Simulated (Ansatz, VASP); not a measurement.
**One calculation of CoF, two programs**

```
Co F
1.0
     0.00000    2.28238    2.28238
     2.28238    0.00000    2.28238
     2.28238    2.28238    0.00000
Co F
1 1
Cartesian
  0.0000 0.0000 0.0000
  2.2824 2.2824 2.2824
```

Alike in both runs: functional PBE; k mesh 6 × 6 × 6; occupations gaussian, width 0.1 eV; collinear spin.

Ansatz relaxed the structure, and its values are those at the end. VASP's run is a single point on that final structure, the one shown.

```csv
,VASP,Ansatz
version,VASP 6.6.1,Ansatz 0.2.0
potentials or method,"VASP PAW PBE potentials, release 64 (Co, F), cutoff 520 eV","scalar-relativistic, plane waves, PAW"
valence electrons in the cell,16,24
```

```csv
,VASP,Ansatz,Ansatz less VASP
gap on the k mesh at the Fermi level (eV),none,none,-
pressure (GPa),0.2,0.4,+0.19
net moment per atom (μB),1.10,1.11,+0.003
size of the moment on the site where the two differ most (μB),2.13,2.07,-0.064
```

Site moments also hang on the region over which each program counts them. A gap of «none» marks a metal or a gap that the smearing closes. VASP's potentials hold 16 valence electrons a cell and Ansatz's 24, so a difference there can come from the potentials and not from the codes.

The k mesh is coarse, so the values compare programs but aren't converged.
